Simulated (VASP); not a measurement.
# In (I4/mcm) in VASP: single point with PBEsol

Aim: the single point of In with PBEsol.

All numbers are computed with VASP 6.6.1; they aren't measurements. Logs are shortened: lines on timing, memory, paths and dates and some standing lists are left out, and cuts for length are marked.

### 1 The cell of the first run

Symmetry: I4/mcm, No. 140, tetragonal system. Conventional cell: a = 5.831 Å, b = 5.831 Å, c = 5.110 Å, α = 90.00°, β = 90.00°, γ = 90.00°. Within 3.6 Å of In (site symmetry m2m) lie 11 In at 2.70 to 3.19 Å.

### 2 Single point, PBEsol (Sc replaced by In, lengths x 0.901, strained)

Input file INCAR:

```
PREC     = Accurate       # precision mode
ENCUT    = 520            # plane-wave cutoff, eV
EDIFF    = 1E-7           # SCF threshold, eV
ISMEAR   = 0              # smearing method
SIGMA    = 0.1            # smearing width, eV
LREAL    = F              # projectors in reciprocal space
LASPH    = T              # aspherical terms in the spheres
NELM     = 100            # most SCF steps
ALGO     = Normal         # electronic algorithm
ISIF     = 2              # what is computed and relaxed
LWAVE    = F              # write WAVECAR
LCHARG   = F              # write CHGCAR
GGA      = PS             # functional
NBANDS   = 34             # bands
```

Input file KPOINTS:

```
regular mesh
0
Gamma
  6 6 6
```

Input file POSCAR:

```
In
1.0
   -2.9155857014      2.9155857014      2.5551338430
    2.9155857014     -2.9155857014      2.5551338430
    2.9155857014      2.9155857014     -2.5551338430
In
4
Direct
    0.1637304900      0.3362695100      0.5000000000
    0.6637304900      0.1637304900      0.8274609700
    0.3362695100      0.8362695100      0.1725390300
    0.8362695100      0.6637304900      0.5000000000
```

Potentials or basis: VASP PAW PBE potentials, release 64 (In_d).

The run is started by

```sh
cat potpaw_PBE.64/In_d/POTCAR > POTCAR
mpirun -np 1 vasp_std > vasp.out
```

OUTCAR:

```text
PREC = Accurate
   ENCUT = 520
   EDIFF = 1E-7
   ISMEAR = 0
   LREAL = F
   LASPH = T
   NELM = 100
   ISIF = 2
   GGA = PS

 ion  position               nearest neighbor table
   1  0.164  0.336  0.500-   4 2.70   4 2.92   4 2.92   3 3.08   2 3.08   3 3.08   2 3.08   2 3.19
                             3 3.19   2 3.19   3 3.19
   2  0.664  0.164  0.827-   3 2.70   3 2.92   3 2.92   4 3.08   1 3.08   1 3.08   4 3.08   4 3.19
                             1 3.19   1 3.19   4 3.19
   3  0.336  0.836  0.173-   2 2.70   2 2.92   2 2.92   4 3.08   1 3.08   4 3.08   1 3.08   1 3.19
                             4 3.19   4 3.19   1 3.19
   4  0.836  0.664  0.500-   1 2.70   1 2.92   1 2.92   2 3.08   3 3.08   3 3.08   2 3.08   2 3.19
                             3 3.19   2 3.19   3 3.19

  LATTYP: Found a body centered tetragonal cell.
 ALAT       =     5.8311714028
 C/A-ratio  =     0.8763706866

  Lattice vectors:

 A1 = (  -2.9155857014,   2.9155857014,   2.5551338430)
 A2 = (   2.9155857014,  -2.9155857014,   2.5551338430)
 A3 = (   2.9155857014,   2.9155857014,  -2.5551338430)

Analysis of symmetry for initial positions (statically):
=====================================================================
 Subroutine PRICEL returns:
 Original cell was already a primitive cell.

 Routine SETGRP: Setting up the symmetry group for a
 body centered tetragonal supercell.

 Subroutine GETGRP returns: Found 16 space group operations
 (whereof  8 operations were pure point group operations)
 out of a pool of 16 trial point group operations.

The static configuration has the point symmetry C_4h.
 The point group associated with its full space group is D_4h.

Analysis of symmetry for dynamics (positions and initial velocities):
=====================================================================
 Subroutine PRICEL returns:
 Original cell was already a primitive cell.

 Routine SETGRP: Setting up the symmetry group for a
 body centered tetragonal supercell.

 Subroutine GETGRP returns: Found 16 space group operations
 (whereof  8 operations were pure point group operations)
 out of a pool of 16 trial point group operations.

The dynamic configuration has the point symmetry C_4h.
 The point group associated with its full space group is D_4h.

 Subroutine INISYM returns: Found 16 space group operations
 (whereof  8 operations are pure point group operations),
 and found     1 'primitive' translations

----------------------------------------------------------------------------------------

                                     Primitive cell

  volume of cell :      86.8811

  direct lattice vectors                    reciprocal lattice vectors
    -2.915585701  2.915585701  2.555133843     0.000000000  0.171492129  0.195684465
     2.915585701 -2.915585701  2.555133843     0.171492129  0.000000000  0.195684465
     2.915585701  2.915585701 -2.555133843     0.171492129  0.171492129  0.000000000

  length of vectors
     4.850771992  4.850771992  4.850771992     0.260196004  0.260196004  0.242526495

  position of ions in fractional coordinates (direct lattice)
     0.163730490  0.336269510  0.500000000
     0.663730490  0.163730490  0.827460970
     0.336269510  0.836269510  0.172539030
     0.836269510  0.663730490  0.500000000

  ion indices of the primitive-cell ions
   primitive index   ion index
                 1           1
                 2           2
                 3           3
                 4           4

----------------------------------------------------------------------------------------

 KPOINTS: regular mesh

Automatic generation of k-mesh.
 Grid dimensions read from file:
 generate k-points for:    6    6    6

 Generating k-lattice:

  Cartesian coordinates                     Fractional coordinates (reciprocal lattice)
     0.000000000  0.028582022  0.032614078     0.166666667 -0.000000000  0.000000000
     0.028582022  0.000000000  0.032614078    -0.000000000  0.166666667  0.000000000
     0.028582022  0.028582022  0.000000000     0.000000000  0.000000000  0.166666667

  Length of vectors
     0.043366001  0.043366001  0.040421083

  Shift w.r.t. Gamma in fractional coordinates (k-lattice)
     0.000000000  0.000000000  0.000000000

 Subroutine IBZKPT returns following result:
 ===========================================

 Found     30 irreducible k-points:

 Following reciprocal coordinates:
            Coordinates               Weight
  0.000000  0.000000  0.000000      1.000000
  0.166667  0.000000  0.000000      8.000000
  0.333333 -0.000000  0.000000      8.000000
  0.500000  0.000000  0.000000      4.000000
  0.166667  0.166667  0.000000      8.000000
  0.333333  0.166667  0.000000     16.000000
[... 16 lines left out ...]
 -0.333333 -0.333333  0.166667      8.000000
 -0.166667 -0.333333  0.166667      8.000000
 [... further k-points ...]
   k-points           NKPTS =     30   k-points in BZ     NKDIM =     30   number of bands    NBANDS=     34
   number of dos      NEDOS =    301   number of ions     NIONS =      4
   total plane-waves  NPLWV =  46656
   dimension x,y,z NGX =    36 NGY =   36 NGZ =   36
   dimension x,y,z NGXF=    72 NGYF=   72 NGZF=   72
   ions per type =               4
   NGX,Y,Z   is equivalent  to a cutoff of  12.34, 12.34, 12.34 a.u.
   NGXF,Y,Z  is equivalent  to a cutoff of  24.68, 24.68, 24.68 a.u.
 SYSTEM =  unknown system
   PREC   = accura    normal or accurate (medium, high low for compatibility)
   ISTART =      0    job   : 0-new  1-cont  2-samecut
   ICHARG =      2    charge: 1-file 2-atom 10-const
   ISPIN  =      1    spin polarized calculation?
   LNONCOLLINEAR =      F non collinear calculations
   LSORBIT =      F    spin-orbit coupling
   LASPH  =      T    aspherical Exc in radial PAW
   ENCUT  =  520.0 eV  38.22 Ry    6.18 a.u.   9.02  9.02  9.02*2*pi/ulx,y,z
   NELM   =    100;   NELMIN=  2; NELMDL= -5     # of ELM steps
   EDIFF  = 0.1E-06   stopping-criterion for ELM
   LREAL  =      F    real-space projection
   EDIFFG = 0.1E-05   stopping-criterion for IOM
   NSW    =      0    number of steps for IOM
   IBRION =     -1    ionic relax: 0-MD 1-quasi-New 2-CG
   NFREE  =      0    steps in history (QN), initial steepest desc. (CG)
   ISIF   =      2    stress and relaxation
   ISYM   =      2    0-nonsym 1-usesym 2-fastsym
   POTIM  = 0.5000    time-step for ionic-motion
   TEBEG  =    0.0;   TEEND  =   0.0 temperature during run
   PSTRESS=    0.0 pullay stress
   NELECT =      52.0000    total number of electrons
   NUPDOWN=      -1.0000    fix difference up-down
   EMIN   =  10.00;   EMAX   =-10.00  energy-range for DOS
   EFERMI =   0.00;   METHOD = LEGACY
   ISMEAR =     0;   SIGMA  =   0.10  broadening in eV -4-tet -1-fermi 0-gaus
   EFERMI_NEDOS =   21; number of points for ismear=-14 and -15
   IALGO  =     38    algorithm
   IMIX   =      4    mixing-type and parameters
     AMIX     =   0.40;   BMIX     =  1.00
     AMIX_MAG =   1.60;   BMIX_MAG =  1.00
  volume/ion in A,a.u.               =      21.72       146.58
  Fermi-wavevector in a.u.,A,eV,Ry     =   1.379646  2.607152 25.897626  1.903422
  Thomas-Fermi vector in A             =   2.504596
   LORBIT       =      0    0 simple, 1 ext, 2 COOP (PROOUT), +10 PAW based schemes
   GGA     = PS    functional components
   LHFCALC =     F    Hartree Fock is set to
   AEXX    =    0.0000 exact exchange contribution
   IVDW    =     0    specifies the selected vdW correction
   LEPSILON=     F    determine dielectric tensor
   LRPA    =     F    only Hartree local field effects (RPA)
 non-spin polarized calculation
 Gauss-broadening in eV      SIGMA  =   0.10
  energy-cutoff  :      520.00
  volume of cell :       86.88
 maximum number of plane-waves:      2361
   NGX = 19   NGY = 19   NGZ = 19

 number of electron      52.0000008 magnetization

 Free energy of the ion-electron system (eV)
  ---------------------------------------------------
  ext. energy  EPLUGINS =         0.00000000
  ---------------------------------------------------
  free energy    TOTEN  =       -10.53369792 eV

  energy without entropy =      -10.52801482  energy(sigma->0) =      -10.53085637

 E-fermi :   9.7274     XC(G=0): -11.2551

 val. band max:        9.7220682455   @ k =   0.0000   0.0000   0.0000
 cond. band min:       9.7693045441   @ k =  -0.3333   0.3333   0.0000
 fundamental gap:      0.0472362986
 Fermi energy:         9.7273526975

 k-point     1 :       0.0000    0.0000    0.0000
  band No.  band energies     occupation
      1      -5.5497      2.00000
      2      -5.4991      2.00000
      3      -5.4959      2.00000
      4      -5.4959      2.00000
      5      -5.4606      2.00000
      6      -5.3779      2.00000
[... 26 lines left out ...]
     33      14.3482      0.00000
     34      17.2097      0.00000

 k-point     2 :       0.1667    0.0000    0.0000
  band No.  band energies     occupation
      1      -5.6278      2.00000
      2      -5.5974      2.00000
      3      -5.5427      2.00000
      4      -5.4240      2.00000
      5      -5.4051      2.00000
      6      -5.3338      2.00000
[... 26 lines left out ...]
     33      15.7902      0.00000
     34      15.8134      0.00000

 k-point     3 :       0.3333   -0.0000    0.0000
  band No.  band energies     occupation
      1      -5.6687      2.00000
      2      -5.6564      2.00000
      3      -5.6124      2.00000
      4      -5.4182      2.00000
      5      -5.3404      2.00000
      6      -5.3048      2.00000
[... 26 lines left out ...]
     33      15.8322      0.00000
     34      16.8736      0.00000

 k-point     4 :       0.5000    0.0000    0.0000
  band No.  band energies     occupation
      1      -5.6591      2.00000
      2      -5.6591      2.00000
      3      -5.5786      2.00000
      4      -5.5786      2.00000
      5      -5.2997      2.00000
      6      -5.2997      2.00000
[... 26 lines left out ...]
     33      16.7733      0.00000
     34      16.7733      0.00000

 k-point     5 :       0.1667    0.1667    0.0000
  band No.  band energies     occupation
      1      -5.6786      2.00000
      2      -5.6618      2.00000
      3      -5.5101      2.00000
      4      -5.4749      2.00000
      5      -5.3402      2.00000
      6      -5.3188      2.00000
[... 621 lines left out ...]
 k-point    22 :      -0.1667    0.5000    0.1667
  band No.  band energies     occupation
      1      -5.7035      2.00000
      2      -5.6340      2.00000
      3      -5.5398      2.00000
      4      -5.5288      2.00000
      5      -5.3537      2.00000
      6      -5.3050      2.00000
[... 26 lines left out ...]
     33      17.2023      0.00000
     34      17.4683      0.00000

 k-point    23 :      -0.3333   -0.3333    0.1667
  band No.  band energies     occupation
      1      -5.7107      2.00000
      2      -5.6169      2.00000
      3      -5.5295      2.00000
      4      -5.4863      2.00000
      5      -5.3823      2.00000
      6      -5.3460      2.00000
[... 26 lines left out ...]
     33      18.0819      0.00000
     34      18.2812      0.00000

 k-point    24 :      -0.1667   -0.3333    0.1667
  band No.  band energies     occupation
      1      -5.6914      2.00000
      2      -5.6689      2.00000
      3      -5.5284      2.00000
      4      -5.4482      2.00000
      5      -5.3860      2.00000
      6      -5.3198      2.00000
[... 26 lines left out ...]
     33      17.3339      0.00000
     34      17.3684      0.00000

 [... further k-points ...]

------------------------ aborting loop because EDIFF is reached ----------------------------------------

  FORCE on cell =-STRESS in cart. coord.  units (eV):
  Direction    XX          YY          ZZ          XY          YZ          ZX
  --------------------------------------------------------------------------------------
  -------------------------------------------------------------------------------------
  Total        9.1274447      9.1274447      9.8759839      0.0000000      0.0000000      0.0000000
  in kB      168.3195354    168.3195354    182.1233732      0.0000000      0.0000000      0.0000000
  external PRESSURE =     172.9208147 kB  Pullay stress =       0.0000000 kB

 VOLUME and BASIS-vectors are now :
 -----------------------------------------------------------------------------
  energy-cutoff  :      520.00
  volume of cell :       86.88
      direct lattice vectors                 reciprocal lattice vectors
    -2.915585701  2.915585701  2.555133843     0.000000000  0.171492129  0.195684465
     2.915585701 -2.915585701  2.555133843     0.171492129  0.000000000  0.195684465
     2.915585701  2.915585701 -2.555133843     0.171492129  0.171492129  0.000000000

 POSITION                                       TOTAL-FORCE (eV/Angst)
 -----------------------------------------------------------------------------------
      1.96085      0.95474      0.00000        -0.851063      0.851063      0.000000
      0.95474      3.87033      0.00000         0.851063      0.851063     -0.000000
      1.96085     -0.95474      2.55513        -0.851063     -0.851063      0.000000
      0.95474      1.96085      2.55513         0.851063     -0.851063     -0.000000
 -----------------------------------------------------------------------------------
    total drift:                               -0.000009      0.000004      0.000009

  FREE ENERGIE OF THE ION-ELECTRON SYSTEM (eV)
  ---------------------------------------------------
  free  energy   TOTEN  =       -10.5336979159 eV

  energy  without entropy=      -10.5280148237  energy(sigma->0) =      -10.53085637
```

Wall time 51 s (1 thread of AMD EPYC 9R45 (Zen 5), shared host); peak memory 0.2 GiB.

Results:

* Free energy: -10.5337 eV
* Pressure: 17.3 GPa
* Largest force: 1.204 eV/Å
* Band gap on the k mesh: zero (bands 26 and 27 overlap by 2.92 eV)

Forces on the atoms (eV/Å):
```
In  -0.851  0.851  0.000
In   0.851  0.851  0.000
In  -0.851 -0.851  0.000
In   0.851 -0.851  0.000
```

Stress tensor (GPa, compression positive):
```
16.83  0.00  0.00
 0.00 16.83  0.00
 0.00  0.00 18.21
```

Levels at points of the mesh, in eV from the Fermi level:
```
           k point  band 24  band 25  band 26  band 27  band 28  band 29
(0.00, 0.00, 0.00)    -1.13    -1.13    -0.09    -0.09    -0.01    -0.01
(0.50, 0.00, 0.00)    -3.72    -2.48    -2.48     2.09     2.09     4.55
(0.50, 0.50, 0.00)    -2.45    -1.89    -0.79     0.12     1.42     1.49
(0.50, 0.50, 0.50)    -4.56    -4.54    -3.75     4.12     4.38     4.38
```

Caveat: the cell differs from its parent crystal (Sc replaced by In, lengths x 0.901, strained); the cell stands under pressure; the PAW data sets were made with another functional, which shifts forces and pressure a little; spin-orbit coupling is left out, which moves the levels of the heavy elements.
